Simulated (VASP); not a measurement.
# Tm3C2 (P6/mmm) in VASP: further runs

The runs below take Tm3C2 through single point, relaxation of cell and atoms, with PBE.

All numbers are computed with VASP 6.6.1; they aren't measurements. Logs are shortened: lines on timing, memory, paths and dates and some standing lists are left out, and cuts for length are marked.

**1. The cell of the first run**

It takes space group P6/mmm (No. 191, hexagonal). Conventional cell: a = 5.831 Å, b = 5.831 Å, c = 3.670 Å, α = 90.00°, β = 90.00°, γ = 120.00°. Tm (site symmetry mmm) has 6 Tm at 2.92 to 3.67 Å and 8 C at 3.15 to 3.83 Å within 3.9 Å. Within 1.7 Å of C (site symmetry 6mm) lie 1 C at 1.30 Å.

The cell was generated, and may not be a known phase.

**2. Single point, PBE**

The input, INCAR:

```
SYSTEM = Tm3C2
PREC     = Accurate       ! precision mode
ENCUT    = 600            ! plane-wave cutoff, eV
EDIFF    = 1E-6           ! SCF threshold, eV
ISMEAR   = 0              ! smearing method
SIGMA    = 0.1            ! smearing width, eV
LREAL    = .False.        ! projectors in reciprocal space
LASPH    = .True.         ! aspherical terms in the spheres
NELM     = 200            ! most SCF steps
ALGO     = Normal         ! electronic algorithm
ISIF     = 2              ! what is computed and relaxed
LWAVE    = .False.        ! write WAVECAR
LCHARG   = .False.        ! write CHGCAR
GGA      = PE             ! functional
NBANDS   = 26             ! bands
GGA_COMPAT= .False.      
LMAXMIX  = 6              ! l up to which the mixer works
```

The input, KPOINTS:

```
regular mesh
0
Gamma
  6 6 10
  0 0 0
```

The input, POSCAR:

```
Tm3C2
1.0
    5.8313422978      0.0000000000      0.0000000000
   -2.9156711489      5.0500905681      0.0000000000
    0.0000000000      0.0000000000      3.6700953318
Tm C
3 2
Direct
    0.5000000000      0.0000000000      0.5000000000
    0.0000000000      0.5000000000      0.5000000000
    0.5000000000      0.5000000000      0.5000000000
    0.0000000000      0.0000000000      0.8229911095
    0.0000000000      0.0000000000      0.1770088905
```

Potentials or basis: VASP PAW PBE potentials, release 64 (Tm_3, C), 4f in core.

Launch:

```sh
cat potpaw_PBE.64/Tm_3/POTCAR potpaw_PBE.64/C/POTCAR > POTCAR
mpirun -np 1 vasp_std > vasp.out
```

OUTCAR:

```text
SYSTEM = Tm3C2
   PREC = Accurate
   ENCUT = 600
   EDIFF = 1E-6
   ISMEAR = 0
   LREAL = .False.
   LASPH = .True.
   NELM = 200
   ISIF = 2
   GGA = PE

 ion  position               nearest neighbor table
   1  0.500  0.000  0.500-   2 2.92   3 2.92   3 2.92   2 2.92
   2  0.000  0.500  0.500-   3 2.92   3 2.92   1 2.92   1 2.92
   3  0.500  0.500  0.500-   2 2.92   2 2.92   1 2.92   1 2.92
   4  0.000  0.000  0.823-   5 1.30
   5  0.000  0.000  0.177-   4 1.30

  LATTYP: Found a hexagonal cell.
 ALAT       =     5.8313422978
 C/A-ratio  =     0.6293740179

  Lattice vectors:

 A1 = (   5.8313422978,   0.0000000000,   0.0000000000)
 A2 = (  -2.9156711489,   5.0500905681,   0.0000000000)
 A3 = (   0.0000000000,   0.0000000000,   3.6700953318)

Analysis of symmetry for initial positions (statically):
=====================================================================
 Subroutine PRICEL returns:
 Original cell was already a primitive cell.

 Routine SETGRP: Setting up the symmetry group for a
 hexagonal supercell.

 Subroutine GETGRP returns: Found 24 space group operations
 (whereof 24 operations were pure point group operations)
 out of a pool of 24 trial point group operations.

The static configuration has the point symmetry D_6h.

Analysis of symmetry for dynamics (positions and initial velocities):
=====================================================================
 Subroutine PRICEL returns:
 Original cell was already a primitive cell.

 Routine SETGRP: Setting up the symmetry group for a
 hexagonal supercell.

 Subroutine GETGRP returns: Found 24 space group operations
 (whereof 24 operations were pure point group operations)
 out of a pool of 24 trial point group operations.

The dynamic configuration has the point symmetry D_6h.

 Subroutine INISYM returns: Found 24 space group operations
 (whereof 24 operations are pure point group operations),
 and found     1 'primitive' translations

----------------------------------------------------------------------------------------

                                     Primitive cell

  volume of cell :     108.0799

  direct lattice vectors                    reciprocal lattice vectors
     5.831342298  0.000000000  0.000000000     0.171487103  0.099008125  0.000000000
    -2.915671149  5.050090568  0.000000000     0.000000000  0.198016251  0.000000000
     0.000000000  0.000000000  3.670095332     0.000000000  0.000000000  0.272472486

  length of vectors
     5.831342298  5.831342298  3.670095332     0.198016251  0.198016251  0.272472486

  position of ions in fractional coordinates (direct lattice)
     0.500000000  0.000000000  0.500000000
     1.000000000  0.500000000  0.500000000
     0.500000000  0.500000000  0.500000000
     0.000000000  0.000000000  0.822991110
     0.000000000  0.000000000  0.177008890

  ion indices of the primitive-cell ions
   primitive index   ion index
                 1           1
                 2           2
                 3           3
                 4           4
                 5           5

----------------------------------------------------------------------------------------

 KPOINTS: regular mesh

Automatic generation of k-mesh.
 Grid dimensions read from file:
 generate k-points for:    6    6   10

 Generating k-lattice:

  Cartesian coordinates                     Fractional coordinates (reciprocal lattice)
     0.028581184  0.016501354  0.000000000     0.166666667  0.000000000  0.000000000
     0.000000000  0.033002708  0.000000000     0.000000000  0.166666667  0.000000000
     0.000000000  0.000000000  0.027247249     0.000000000  0.000000000  0.100000000

  Length of vectors
     0.033002708  0.033002708  0.027247249

  Shift w.r.t. Gamma in fractional coordinates (k-lattice)
     0.000000000  0.000000000  0.000000000

 Subroutine IBZKPT returns following result:
 ===========================================

 Found     42 irreducible k-points:

 Following reciprocal coordinates:
            Coordinates               Weight
  0.000000  0.000000  0.000000      1.000000
  0.166667 -0.000000  0.000000      6.000000
  0.333333  0.000000  0.000000      6.000000
  0.500000  0.000000  0.000000      3.000000
  0.166667  0.166667  0.000000      6.000000
  0.333333  0.166667  0.000000     12.000000
[... 16 lines left out ...]
  0.166667 -0.000000  0.300000     12.000000
  0.333333  0.000000  0.300000     12.000000
 [... further k-points ...]
   k-points           NKPTS =     42   k-points in BZ     NKDIM =     42   number of bands    NBANDS=     26
   number of dos      NEDOS =    301   number of ions     NIONS =      5
   total plane-waves  NPLWV =  69120
   dimension x,y,z NGX =    48 NGY =   48 NGZ =   30
   dimension x,y,z NGXF=    96 NGYF=   96 NGZF=   60
   ions per type =               3   2
   NGX,Y,Z   is equivalent  to a cutoff of  13.68, 13.68, 13.59 a.u.
   NGXF,Y,Z  is equivalent  to a cutoff of  27.37, 27.37, 27.18 a.u.
 SYSTEM =  Tm3C2
   PREC   = accura    normal or accurate (medium, high low for compatibility)
   ISTART =      0    job   : 0-new  1-cont  2-samecut
   ICHARG =      2    charge: 1-file 2-atom 10-const
   ISPIN  =      1    spin polarized calculation?
   LNONCOLLINEAR =      F non collinear calculations
   LSORBIT =      F    spin-orbit coupling
   LASPH  =      T    aspherical Exc in radial PAW
   ENCUT  =  600.0 eV  44.10 Ry    6.64 a.u.  11.65 11.65  7.33*2*pi/ulx,y,z
   NELM   =    200;   NELMIN=  2; NELMDL= -5     # of ELM steps
   EDIFF  = 0.1E-05   stopping-criterion for ELM
   LREAL  =      F    real-space projection
   EDIFFG = 0.1E-04   stopping-criterion for IOM
   NSW    =      0    number of steps for IOM
   IBRION =     -1    ionic relax: 0-MD 1-quasi-New 2-CG
   NFREE  =      0    steps in history (QN), initial steepest desc. (CG)
   ISIF   =      2    stress and relaxation
   ISYM   =      2    0-nonsym 1-usesym 2-fastsym
   POTIM  = 0.5000    time-step for ionic-motion
   TEBEG  =    0.0;   TEEND  =   0.0 temperature during run
   PSTRESS=    0.0 pullay stress
   NELECT =      35.0000    total number of electrons
   NUPDOWN=      -1.0000    fix difference up-down
   EMIN   =  10.00;   EMAX   =-10.00  energy-range for DOS
   EFERMI =   0.00;   METHOD = LEGACY
   ISMEAR =     0;   SIGMA  =   0.10  broadening in eV -4-tet -1-fermi 0-gaus
   EFERMI_NEDOS =   21; number of points for ismear=-14 and -15
   IALGO  =     38    algorithm
   IMIX   =      4    mixing-type and parameters
     AMIX     =   0.40;   BMIX     =  1.00
     AMIX_MAG =   1.60;   BMIX_MAG =  1.00
  volume/ion in A,a.u.               =      21.62       145.87
  Fermi-wavevector in a.u.,A,eV,Ry     =   1.124214  2.124457 17.195834  1.263858
  Thomas-Fermi vector in A             =   2.260885
   LORBIT       =      0    0 simple, 1 ext, 2 COOP (PROOUT), +10 PAW based schemes
   GGA     = PE    functional components
   LHFCALC =     F    Hartree Fock is set to
   AEXX    =    0.0000 exact exchange contribution
   IVDW    =     0    specifies the selected vdW correction
   LEPSILON=     F    determine dielectric tensor
   LRPA    =     F    only Hartree local field effects (RPA)
 non-spin polarized calculation
 Gauss-broadening in eV      SIGMA  =   0.10
  energy-cutoff  :      600.00
  volume of cell :      108.08
 maximum number of plane-waves:      3628
 NGX is ok and might be reduce to    48
   NGX = 23   NGY = 23   NGZ = 15

 number of electron      34.9999998 magnetization

 Free energy of the ion-electron system (eV)
  ---------------------------------------------------
  ext. energy  EPLUGINS =         0.00000000
  ---------------------------------------------------
  free energy    TOTEN  =       -25.40541306 eV

  energy without entropy =      -25.39531865  energy(sigma->0) =      -25.40036586

 E-fermi :   3.1173     XC(G=0):  -9.9752

 val. band max:        3.0598938231   @ k =   0.3333   0.1667   0.1000
 cond. band min:       3.1391195984   @ k =   0.3333   0.0000   0.4000
 fundamental gap:      0.0792257753
 Fermi energy:         3.1173123879

 k-point     1 :       0.0000    0.0000    0.0000
  band No.  band energies     occupation
      1     -23.5375      2.00000
      2     -22.9210      2.00000
      3     -22.9210      2.00000
      4     -22.4539      2.00000
      5     -22.2092      2.00000
      6     -22.2092      2.00000
[... 18 lines left out ...]
     25       5.4395      0.00000
     26       8.1703      0.00000

 k-point     2 :       0.1667   -0.0000    0.0000
  band No.  band energies     occupation
      1     -23.4530      2.00000
      2     -22.9071      2.00000
      3     -22.8592      2.00000
      4     -22.4398      2.00000
      5     -22.2240      2.00000
      6     -22.2093      2.00000
[... 18 lines left out ...]
     25       5.6389      0.00000
     26       7.7524      0.00000

 k-point     3 :       0.3333    0.0000    0.0000
  band No.  band energies     occupation
      1     -23.2628      2.00000
      2     -22.8244      2.00000
      3     -22.6891      2.00000
      4     -22.4031      2.00000
      5     -22.2620      2.00000
      6     -22.2095      2.00000
[... 18 lines left out ...]
     25       5.7114      0.00000
     26       7.0115      0.00000

 k-point     4 :       0.5000    0.0000    0.0000
  band No.  band energies     occupation
      1     -23.1695      2.00000
      2     -22.5867      2.00000
      3     -22.4969      2.00000
      4     -22.4913      2.00000
      5     -22.3993      2.00000
      6     -22.3735      2.00000
[... 18 lines left out ...]
     25       6.1489      0.00000
     26       6.2499      0.00000

 k-point     5 :       0.1667    0.1667    0.0000
  band No.  band energies     occupation
      1     -23.3046      2.00000
      2     -22.8856      2.00000
      3     -22.7270      2.00000
      4     -22.4139      2.00000
      5     -22.2509      2.00000
      6     -22.2095      2.00000
[... 18 lines left out ...]
     25       5.6230      0.00000
     26       7.1571      0.00000

 k-point     6 :       0.3333    0.1667    0.0000
  band No.  band energies     occupation
      1     -23.1158      2.00000
      2     -22.7871      2.00000
      3     -22.4952      2.00000
      4     -22.4913      2.00000
      5     -22.3735      2.00000
      6     -22.2922      2.00000
[... 427 lines left out ...]
 k-point    21 :       0.3333    0.3333    0.2000
  band No.  band energies     occupation
      1     -22.8611      2.00000
      2     -22.8611      2.00000
      3     -22.7240      2.00000
      4     -22.3961      2.00000
      5     -22.3961      2.00000
      6     -22.2663      2.00000
[... 18 lines left out ...]
     25       6.2001      0.00000
     26       6.3804      0.00000

 k-point    22 :       0.0000    0.0000    0.3000
  band No.  band energies     occupation
      1     -23.5199      2.00000
      2     -22.9066      2.00000
      3     -22.9066      2.00000
      4     -22.5846      2.00000
      5     -22.3152      2.00000
      6     -22.3152      2.00000
[... 18 lines left out ...]
     25       6.2547      0.00000
     26       6.2547      0.00000

 k-point    23 :       0.1667   -0.0000    0.3000
  band No.  band energies     occupation
      1     -23.4357      2.00000
      2     -22.8925      2.00000
      3     -22.8452      2.00000
      4     -22.5691      2.00000
      5     -22.3315      2.00000
      6     -22.3153      2.00000
[... 18 lines left out ...]
     25       6.1165      0.00000
     26       6.4256      0.00000

 k-point    24 :       0.3333    0.0000    0.3000
  band No.  band energies     occupation
      1     -23.2464      2.00000
      2     -22.8099      2.00000
      3     -22.6762      2.00000
      4     -22.5287      2.00000
      5     -22.3734      2.00000
      6     -22.3157      2.00000
[... 18 lines left out ...]
     25       5.9360      0.00000
     26       6.2246      0.00000

 [... further k-points ...]
[... 5 lines left out ...]
  --------------------------------------------------------------------------------------
  -------------------------------------------------------------------------------------
  Total        0.2417258      0.2417258      0.1997472     -0.0000000      0.0000000      0.0000000
  in kB        3.5833441      3.5833441      2.9610530     -0.0000000      0.0000000      0.0000000
  external PRESSURE =       3.3759137 kB  Pullay stress =       0.0000000 kB

 VOLUME and BASIS-vectors are now :
 -----------------------------------------------------------------------------
  energy-cutoff  :      600.00
  volume of cell :      108.08
      direct lattice vectors                 reciprocal lattice vectors
     5.831342298  0.000000000  0.000000000     0.171487103  0.099008125  0.000000000
    -2.915671149  5.050090568  0.000000000     0.000000000  0.198016251  0.000000000
     0.000000000  0.000000000  3.670095332     0.000000000  0.000000000  0.272472486

 POSITION                                       TOTAL-FORCE (eV/Angst)
 -----------------------------------------------------------------------------------
      2.91567      0.00000      1.83505         0.000000     -0.000000      0.000000
     -1.45784      2.52505      1.83505         0.000000     -0.000000      0.000000
      1.45784      2.52505      1.83505         0.000000     -0.000000      0.000000
      0.00000      0.00000      3.02046        -0.000000     -0.000000     -0.108098
      0.00000      0.00000      0.64964         0.000000      0.000000      0.108098
 -----------------------------------------------------------------------------------
    total drift:                               -0.000000      0.000000     -0.000000

  FREE ENERGIE OF THE ION-ELECTRON SYSTEM (eV)
  ---------------------------------------------------
  free  energy   TOTEN  =       -25.4054130608 eV

  energy  without entropy=      -25.3953186509  energy(sigma->0) =      -25.40036586
```

It took 92 s on 1 thread of AMD EPYC 9R45 (Zen 5), shared host; peak memory 0.28 GiB.

What came out:

```yaml
Free_energy: -25.4054 eV
Pressure: 0.3 GPa
Largest_force: 0.108 eV/Å
Band_gap_on_the_k_mesh: zero (an odd number of electrons rules out a gap without spin polarisation)
```

Forces on the atoms (eV/Å):
```
Tm   0.000  0.000  0.000
Tm   0.000  0.000  0.000
Tm   0.000  0.000  0.000
C    0.000  0.000 -0.108
C    0.000  0.000  0.108
```

Caveat: spin-orbit coupling is left out, which moves the levels of the heavy elements; the 4f electrons are frozen in the core, so they carry no moment and show no levels. Spin polarisation is off, so any magnetic state and its effect on volume and gap are missing.

**3. Relaxation of cell and atoms, PBE**

The input, INCAR:

```
ALGO = Normal ; EDIFF = 1E-7
EDIFFG = -0.04 ; ENCUT = 600
GGA = PE ; GGA_COMPAT = False
IBRION = 2 ; ISIF = 3
ISMEAR = 0 ; LASPH = True
LCHARG = False ; LMAXMIX = 6
LREAL = False ; LWAVE = False
NELM = 200 ; NELMIN = 4
NSW = 90 ; PREC = Accurate
SIGMA = 0.1
```

The input, KPOINTS:

```
k-points
0
Gamma
  3 3 6
```

The input, POSCAR:

```
Tm3C2
1.0
    5.8144904375      0.0000000000      0.0000000000
   -2.9072452188      5.0354964290      0.0000000000
    0.0000000000      0.0000000000      3.6971310283
Tm C
3 2
Direct
    0.5000000000      0.0000000000      0.5000000000
    0.0000000000      0.5000000000      0.5000000000
    0.5000000000      0.5000000000      0.5000000000
    0.0000000000      0.0000000000      0.8245767660
    0.0000000000      0.0000000000      0.1754232340
```

Potentials or basis: VASP PAW PBE potentials, release 64 (Tm_3, C), 4f in core.

Launch:

```sh
cat potpaw_PBE.64/Tm_3/POTCAR potpaw_PBE.64/C/POTCAR > POTCAR
mpirun -np 1 vasp_std > vasp.out
```

It took 99 s on 1 thread of AMD EPYC 9R45 (Zen 5), shared host; peak memory 0.24 GiB.

Results (log left out):

```
Free energy                           : -25.2687 eV
Relaxed volume                        : 21.91 Å³/atom
Relaxed cell                          : a = 5.894 Å, b = 5.894 Å, c = 3.642 Å, α = 90.00°, β = 90.00°, γ = 120.00°
Space group after relaxing (to 0.1 Å) : P6/mmm (No. 191)
Energy gained by relaxing             : 3.7 meV/atom
Ionic steps                           : 5
Pressure after relaxing               : -0.2 GPa
Largest force after relaxing          : 0.016 eV/Å
Band gap on the k mesh                : zero (an odd number of electrons rules out a gap without spin polarisation)
```

Forces on the atoms (eV/Å):
```
Tm   0.000  0.000  0.000
Tm   0.000  0.000  0.000
Tm   0.000  0.000  0.000
C    0.000  0.000 -0.016
C    0.000  0.000  0.016
```

Stress tensor (GPa, compression positive):
```
-0.16  0.00  0.00
 0.00 -0.16  0.00
 0.00  0.00 -0.25
```

Step by step:
| step | energy change (eV) | largest force (eV/Å) | pressure (GPa) | volume (Å³) |
| --- | --- | --- | --- | --- |
| 1 | 0.0000 | 0.7121 | 0.85 | 108.25 |
| 2 | 0.0624 | 2.2336 | -2.41 | 110.05 |
| 3 | -0.0066 | 0.0920 | 0.04 | 108.65 |
| 4 | -0.0154 | 0.0348 | -0.09 | 109.09 |
| 5 | -0.0185 | 0.0164 | -0.19 | 109.57 |

Final structure:
```yaml
crystal:
  lattice:
    - [5.89398, 0.00000, 0.00000]
    - [-2.94699, 5.10433, 0.00000]
    - [0.00000, 0.00000, 3.64195]
  atoms:
    - { symbol: Tm, position: [0.50000, 0.00000, 0.50000] }
    - { symbol: Tm, position: [0.00000, 0.50000, 0.50000] }
    - { symbol: Tm, position: [0.50000, 0.50000, 0.50000] }
    - { symbol: C, position: [0.00000, 0.00000, 0.82049] }
    - { symbol: C, position: [0.00000, 0.00000, 0.17951] }
```

Levels at points of the mesh, in eV from the Fermi level:
| k point | band 14 | band 15 | band 16 | band 17 | band 18 | band 19 | band 20 | band 21 |
| --- | --- | --- | --- | --- | --- | --- | --- | --- |
| (0.00, 0.00, 0.00) | -4.11 | -3.15 | -1.43 | -1.43 | -1.25 | 0.58 | 0.71 | 0.71 |
| (0.00, 0.00, 0.50) | -3.11 | -2.24 | -0.64 | -0.62 | -0.62 | 1.03 | 1.03 | 1.27 |

Caveat: the k points lie up to 0.41 Å⁻¹ apart in the final cell, too coarse for converged energies and pressures of a metal; spin-orbit coupling is left out, which moves the levels of the heavy elements; the 4f electrons are frozen in the core, so they carry no moment and show no levels. Spin polarisation is off, so any magnetic state and its effect on volume and gap are missing.

(Part 1 of 2 ends here.)

The gap in the log of VASP goes by the Fermi energy; the results here count the filled bands.